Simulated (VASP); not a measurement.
# CaO (Fm-3m) in VASP: further runs, part 3 of 3

VASP 6.6.1. Earlier steps stand in the parts before.

## Step 5: Single point, r2SCAN

Contents of POSCAR:

```
CaO
1.0
    0.0000000000      2.3975473901      2.3975473901
    2.3975473901      0.0000000000      2.3975473901
    2.3975473901      2.3975473901      0.0000000000
Ca O
1 1
Direct
    0.0000000000      0.0000000000      0.0000000000
    0.5000000000      0.5000000000      0.5000000000
```

Contents of INCAR.step1:

```
SYSTEM = CaO
ALGO = Normal ; EDIFF = 1E-4
ENCUT = 520 ; GGA = PE
ISMEAR = 0 ; ISYM = 0
LASPH = .TRUE. ; LCHARG = .FALSE.
LREAL = .FALSE. ; LWAVE = .TRUE.
NBANDS = 15 ; NELM = 80
PREC = Accurate ; SIGMA = 0.01
```

Contents of INCAR.step2:

```
SYSTEM = CaO
ALGO = Normal ; EDIFF = 1E-6
ENCUT = 520 ; ISIF = 2
ISMEAR = 0 ; ISTART = 1
ISYM = 0 ; LASPH = .TRUE.
LCHARG = .TRUE. ; LELF = .TRUE.
LMIXTAU = .TRUE. ; LREAL = .FALSE.
LVHAR = .TRUE. ; LWAVE = .FALSE.
METAGGA = R2SCAN ; NBANDS = 15
NELM = 80 ; PREC = Accurate
SIGMA = 0.01
```

Contents of KPOINTS:

```
k-points
0
G
  6 6 6
  0 0 0
```

Potentials or basis: VASP PAW PBE potentials, release 64 (Ca_sv, O).

On the command line:

```sh
> cat potpaw_PBE.64/Ca_sv/POTCAR potpaw_PBE.64/O/POTCAR > POTCAR
> cp INCAR.step1 INCAR
> mpirun -np 1 vasp_std > vasp.out
> cp INCAR.step2 INCAR
> mpirun -np 1 vasp_std > vasp.out
```

OUTCAR:

```text
SYSTEM = CaO
   EDIFF = 1E-6
   ENCUT = 520
   ISIF = 2
   ISMEAR = 0
   ISTART = 1
   ISYM = 0
   LASPH = .TRUE.
   LREAL = .FALSE.
   METAGGA = R2SCAN
   NELM = 80
   PREC = Accurate

 ion  position               nearest neighbor table
   1  0.000  0.000  0.000-   2 2.40   2 2.40   2 2.40   2 2.40   2 2.40   2 2.40
   2  0.500  0.500  0.500-   1 2.40   1 2.40   1 2.40   1 2.40   1 2.40   1 2.40

IMPORTANT INFORMATION: All symmetrisations will be switched off!
NOSYMM: (Re-)initialisation of all symmetry stuff for point group C_1.

----------------------------------------------------------------------------------------

                                     Primitive cell

  volume of cell :      27.5633

  direct lattice vectors                    reciprocal lattice vectors
     0.000000000  2.397547390  2.397547390    -0.208546451  0.208546451  0.208546451
     2.397547390  0.000000000  2.397547390     0.208546451 -0.208546451  0.208546451
     2.397547390  2.397547390  0.000000000     0.208546451  0.208546451 -0.208546451

  length of vectors
     3.390644036  3.390644036  3.390644036     0.361213049  0.361213049  0.361213049

  position of ions in fractional coordinates (direct lattice)
     0.000000000  0.000000000  0.000000000
     0.500000000  0.500000000  0.500000000

  ion indices of the primitive-cell ions
   primitive index   ion index
                 1           1
                 2           2

----------------------------------------------------------------------------------------

 KPOINTS: k-points

Automatic generation of k-mesh.
 Grid dimensions read from file:
 generate k-points for:    6    6    6

 Generating k-lattice:

  Cartesian coordinates                     Fractional coordinates (reciprocal lattice)
    -0.034757742  0.034757742  0.034757742     0.166666667  0.000000000  0.000000000
     0.034757742 -0.034757742  0.034757742     0.000000000  0.166666667  0.000000000
     0.034757742  0.034757742 -0.034757742     0.000000000  0.000000000  0.166666667

  Length of vectors
     0.060202175  0.060202175  0.060202175
[... 85 lines left out ...]
 non-spin polarized calculation
 Gauss-broadening in eV      SIGMA  =   0.01
  energy-cutoff  :      520.00
  volume of cell :       27.56
 maximum number of plane-waves:       754
 NGX is ok and might be reduce to    28
   NGX = 13   NGY = 13   NGZ = 13

 number of electron      15.9999997 magnetization

 Free energy of the ion-electron system (eV)
  ---------------------------------------------------
  ext. energy  EPLUGINS =         0.00000000
  ---------------------------------------------------
  free energy    TOTEN  =       -19.45302292 eV

  energy without entropy =      -19.45302292  energy(sigma->0) =      -19.45302292

 E-fermi :   2.1251     XC(G=0): -11.1120

 val. band max:        2.0550030897   @ k =   0.0000   0.0000   0.0000
 cond. band min:       6.2418667953   @ k =   0.5000   0.5000   0.0000
 fundamental gap:      4.1868637056
 Fermi energy:         2.1250674554

 k-point     1 :       0.0000    0.0000    0.0000
  band No.  band energies     occupation
      1     -36.9712      2.00000
      2     -16.8580      2.00000
      3     -16.8580      2.00000
      4     -16.8580      2.00000
      5     -14.4320      2.00000
      6       2.0550      2.00000
      7       2.0550      2.00000
      8       2.0550      2.00000
      9       7.5435      0.00000
     10       8.9256      0.00000
     11       8.9257      0.00000
     12       8.9257      0.00000
     13      10.5337      0.00000
     14      10.5337      0.00000
[... 401 lines left out ...]
      2     -17.6300      2.00000
      3     -16.9580      2.00000
      4     -16.9533      2.00000
      5     -13.6446      2.00000
      6       0.2439      2.00000
      7       1.3395      2.00000
      8       1.5063      2.00000
      9       7.9552      0.00000
     10      10.0247      0.00000
     11      10.7984      0.00000
     12      10.9043      0.00000
     13      11.6210      0.00000
     14      13.0353      0.00000
     15      19.1479      0.00000

 [... further k-points ...]

------------------------ aborting loop because EDIFF is reached ----------------------------------------

  FORCE on cell =-STRESS in cart. coord.  units (eV):
  Direction    XX          YY          ZZ          XY          YZ          ZX
  --------------------------------------------------------------------------------------
  -------------------------------------------------------------------------------------
  Total        0.1783855      0.1783854      0.1783856     -0.0000213     -0.0000214     -0.0000215
  in kB       10.3690374     10.3690312     10.3690426     -0.0012352     -0.0012462     -0.0012521
  external PRESSURE =      10.3690371 kB  Pullay stress =       0.0000000 kB

 VOLUME and BASIS-vectors are now :
 -----------------------------------------------------------------------------
  energy-cutoff  :      520.00
  volume of cell :       27.56
      direct lattice vectors                 reciprocal lattice vectors
     0.000000000  2.397547390  2.397547390    -0.208546451  0.208546451  0.208546451
     2.397547390  0.000000000  2.397547390     0.208546451 -0.208546451  0.208546451
     2.397547390  2.397547390  0.000000000     0.208546451  0.208546451 -0.208546451

 POSITION                                       TOTAL-FORCE (eV/Angst)
 -----------------------------------------------------------------------------------
      0.00000      0.00000      0.00000         0.000000     -0.000000     -0.000000
      2.39755      2.39755      2.39755        -0.000000      0.000000      0.000000
 -----------------------------------------------------------------------------------
    total drift:                                0.000000      0.000000      0.000000

  FREE ENERGIE OF THE ION-ELECTRON SYSTEM (eV)
  ---------------------------------------------------
  free  energy   TOTEN  =       -19.4530229167 eV

  energy  without entropy=      -19.4530229167  energy(sigma->0) =      -19.45302292
```

OUTCAR.step1:

```text
SYSTEM = CaO
   EDIFF = 1E-4
   ENCUT = 520
   GGA = PE
   ISMEAR = 0
   ISYM = 0
[... 617 lines left out ...]
      0.00000      0.00000      0.00000         0.000002      0.000000     -0.000002
      2.39755      2.39755      2.39755        -0.000002     -0.000000      0.000002
 -----------------------------------------------------------------------------------
    total drift:                               -0.000003      0.000001      0.000003

  FREE ENERGIE OF THE ION-ELECTRON SYSTEM (eV)
  ---------------------------------------------------
  free  energy   TOTEN  =       -12.7976334038 eV

  energy  without entropy=      -12.7976334038  energy(sigma->0) =      -12.79763340
```

OSZICAR.step1:

```text
N       E                     dE             d eps       ncg     rms          rms(c)
DAV:   1     0.123932167319E+03    0.12393E+03   -0.84311E+03  3368   0.109E+03
DAV:   2    -0.934474229997E+01   -0.13328E+03   -0.12450E+03  4182   0.293E+02
DAV:   3    -0.143774616954E+02   -0.50327E+01   -0.49989E+01  4090   0.587E+01
DAV:   4    -0.145088730410E+02   -0.13141E+00   -0.13132E+00  4660   0.845E+00
DAV:   5    -0.145104023260E+02   -0.15293E-02   -0.15293E-02  4052   0.824E-01    0.857E+00
DAV:   6    -0.128706559725E+02    0.16397E+01   -0.50578E+00  3917   0.220E+01    0.356E+00
DAV:   7    -0.128009980668E+02    0.69658E-01   -0.41487E-01  3807   0.660E+00    0.180E+00
DAV:   8    -0.127986159606E+02    0.23821E-02   -0.75509E-02  4354   0.295E+00    0.425E-01
DAV:   9    -0.127969988196E+02    0.16171E-02   -0.49452E-03  3430   0.585E-01    0.109E-01
DAV:  10    -0.127976596507E+02   -0.66083E-03   -0.75445E-04  4437   0.249E-01    0.414E-02
DAV:  11    -0.127976334038E+02    0.26247E-04   -0.49054E-05  2793   0.875E-02
   1 F= -.12797633E+02 E0= -.12797633E+02  d E =-.971936-130
```

It took 4.8 min on 1 thread of Intel Xeon 8259CL, shared host; peak memory 0.2 GiB.

What came out:

- Free energy: -19.4530 eV
- Pressure: 1.0 GPa
- Band gap on the k mesh: 4.19 eV (least direct gap 4.56 eV)

Caveat: the PAW data sets were made with another functional, which shifts forces and pressure a little. r2SCAN opens gaps a little over a GGA but as a rule still falls short of measured ones.

## Step 6: Single point, r2SCAN

POSCAR is that of step 5.

Contents of INCAR.step1:

```
SYSTEM = CaO
PREC = Accurate ; ENCUT = 520
ISMEAR = 0 ; SIGMA = 0.01
LREAL = .False. ; LASPH = .True.
NELM = 100 ; ISYM = 0
NBANDS = 15 ; GGA = PE
ALGO = Normal ; EDIFF = 1E-4
LWAVE = .True. ; LCHARG = .False.
```

Contents of INCAR.step2:

```
SYSTEM = CaO
PREC = Accurate ; ENCUT = 520
EDIFF = 1E-7 ; ISMEAR = 0
SIGMA = 0.01 ; LREAL = .False.
LASPH = .True. ; NELM = 100
ALGO = Normal ; ISIF = 2
LWAVE = .False. ; LCHARG = .True.
METAGGA = R2SCAN ; LMIXTAU = .True.
LELF = .True. ; LVHAR = .True.
ISYM = 0 ; NBANDS = 15
ISTART = 1
```

Contents of KPOINTS:

```
Automatic mesh
0
Gamma
  6 6 6
  0 0 0.5
```

Potentials or basis: VASP PAW PBE potentials, release 64 (Ca_sv, O).

On the command line:

```sh
> cat potpaw_PBE.64/Ca_sv/POTCAR potpaw_PBE.64/O/POTCAR > POTCAR
> cp INCAR.step1 INCAR
> mpirun -np 1 vasp_std > vasp.out
> cp INCAR.step2 INCAR
> mpirun -np 1 vasp_std > vasp.out
```

OUTCAR:

```text
SYSTEM = CaO
   PREC = Accurate
   ENCUT = 520
   EDIFF = 1E-7
   ISMEAR = 0
   LREAL = .False.
   LASPH = .True.
   NELM = 100
   ISIF = 2
   METAGGA = R2SCAN
   ISYM = 0
   ISTART = 1

 ion  position               nearest neighbor table
   1  0.000  0.000  0.000-   2 2.40   2 2.40   2 2.40   2 2.40   2 2.40   2 2.40
   2  0.500  0.500  0.500-   1 2.40   1 2.40   1 2.40   1 2.40   1 2.40   1 2.40

IMPORTANT INFORMATION: All symmetrisations will be switched off!
NOSYMM: (Re-)initialisation of all symmetry stuff for point group C_1.

----------------------------------------------------------------------------------------

                                     Primitive cell

  volume of cell :      27.5633

  direct lattice vectors                    reciprocal lattice vectors
     0.000000000  2.397547390  2.397547390    -0.208546451  0.208546451  0.208546451
     2.397547390  0.000000000  2.397547390     0.208546451 -0.208546451  0.208546451
     2.397547390  2.397547390  0.000000000     0.208546451  0.208546451 -0.208546451

  length of vectors
     3.390644036  3.390644036  3.390644036     0.361213049  0.361213049  0.361213049

[... 145 lines left out ...]
      8       1.9569      2.00000
      9       7.8663      0.00000
     10       8.8965      0.00000
     11       9.0490      0.00000
     12       9.0491      0.00000
     13      10.7066      0.00000
     14      10.7066      0.00000
[... 401 lines left out ...]
      2     -17.7535      2.00000
      3     -16.9207      2.00000
      4     -16.9040      2.00000
      5     -13.4958      2.00000
      6       0.1341      2.00000
      7       1.1469      2.00000
      8       1.3029      2.00000
      9       8.7888      0.00000
     10      10.1855      0.00000
     11      10.5316      0.00000
     12      10.6279      0.00000
     13      12.0269      0.00000
     14      12.6950      0.00000
     15      18.5771      0.00000

 [... further k-points ...]

------------------------ aborting loop because EDIFF is reached ----------------------------------------

  FORCE on cell =-STRESS in cart. coord.  units (eV):
  Direction    XX          YY          ZZ          XY          YZ          ZX
  --------------------------------------------------------------------------------------
  -------------------------------------------------------------------------------------
  Total        0.1823662      0.1823662      0.1823664     -0.0000089     -0.0000089     -0.0000089
  in kB       10.6004255     10.6004267     10.6004380     -0.0005150     -0.0005152     -0.0005147
  external PRESSURE =      10.6004301 kB  Pullay stress =       0.0000000 kB

 VOLUME and BASIS-vectors are now :
 -----------------------------------------------------------------------------
  energy-cutoff  :      520.00
  volume of cell :       27.56
      direct lattice vectors                 reciprocal lattice vectors
     0.000000000  2.397547390  2.397547390    -0.208546451  0.208546451  0.208546451
     2.397547390  0.000000000  2.397547390     0.208546451 -0.208546451  0.208546451
     2.397547390  2.397547390  0.000000000     0.208546451  0.208546451 -0.208546451

 POSITION                                       TOTAL-FORCE (eV/Angst)
 -----------------------------------------------------------------------------------
      0.00000      0.00000      0.00000         0.000000     -0.000000     -0.000000
      2.39755      2.39755      2.39755        -0.000000      0.000000      0.000000
 -----------------------------------------------------------------------------------
    total drift:                                0.000000     -0.000000      0.000000

  FREE ENERGIE OF THE ION-ELECTRON SYSTEM (eV)
  ---------------------------------------------------
  free  energy   TOTEN  =       -19.4530227471 eV

  energy  without entropy=      -19.4530227471  energy(sigma->0) =      -19.45302275
```

OSZICAR.step1:

```text
N       E                     dE             d eps       ncg     rms          rms(c)
DAV:   1     0.123278092813E+03    0.12328E+03   -0.83695E+03 12960   0.109E+03
DAV:   2    -0.928753465503E+01   -0.13257E+03   -0.12382E+03 15952   0.290E+02
DAV:   3    -0.143692012673E+02   -0.50817E+01   -0.50480E+01 15765   0.588E+01
DAV:   4    -0.145088428026E+02   -0.13964E+00   -0.13956E+00 18428   0.868E+00
DAV:   5    -0.145103270802E+02   -0.14843E-02   -0.14842E-02 15374   0.812E-01    0.857E+00
DAV:   6    -0.128732907602E+02    0.16370E+01   -0.50760E+00 15102   0.221E+01    0.357E+00
DAV:   7    -0.128010374279E+02    0.72253E-01   -0.40198E-01 14115   0.659E+00    0.180E+00
DAV:   8    -0.127985509458E+02    0.24865E-02   -0.74888E-02 17286   0.295E+00    0.417E-01
DAV:   9    -0.127970562734E+02    0.14947E-02   -0.45674E-03 13345   0.567E-01    0.109E-01
DAV:  10    -0.127977137786E+02   -0.65751E-03   -0.72627E-04 17006   0.243E-01    0.414E-02
DAV:  11    -0.127976895707E+02    0.24208E-04   -0.41879E-05 10386   0.829E-02
   1 F= -.12797690E+02 E0= -.12797690E+02  d E =-.355199E-20
```

It took 18 min on 1 thread of Intel Xeon 8259CL, shared host; peak memory 0.31 GiB.

Results:

```yaml
Free_energy: -19.4530 eV
Pressure: 1.1 GPa
Band_gap_on_the_k_mesh: 4.52 eV (least direct gap 4.85 eV)
```

Levels at points of the mesh, in eV from the valence-band top:
| k point | band 6 | band 7 | band 8 | band 9 | band 10 | band 11 |
| --- | --- | --- | --- | --- | --- | --- |
| (0.00, 0.00, 0.08) | -0.15 | 0.00 | 0.00 | 5.91 | 6.94 | 7.09 |

Caveat: the PAW data sets were made with another functional, which shifts forces and pressure a little; a shifted mesh leaves out Γ, where band edges can lie.

## Step 7: Overview

| k mesh | smearing | gap on the mesh (eV) | pressure (GPa) |
| --- | --- | --- | --- |
| 6 × 6 × 6 | gaussian 0.01 eV | 4.19 | 1.0 |
| 6 × 6 × 6 | methfessel-paxton 0.001 eV | 4.19 | 1.0 |
| 6 × 6 × 6, shifted | gaussian 0.01 eV | 4.52 | 1.1 |

Alike in all rows: task single point; level r2SCAN; potentials or basis VASP PAW PBE potentials, release 64 (Ca_sv, O); no spin polarisation; cell as given; cutoff (eV) 520.

Caveats: the PAW data sets were made with another functional, which shifts forces and pressure a little; a shifted mesh leaves out Γ, where band edges can lie (at least some runs).

Total energies depend on the potentials used, so only differences within one code and one set of settings carry meaning.
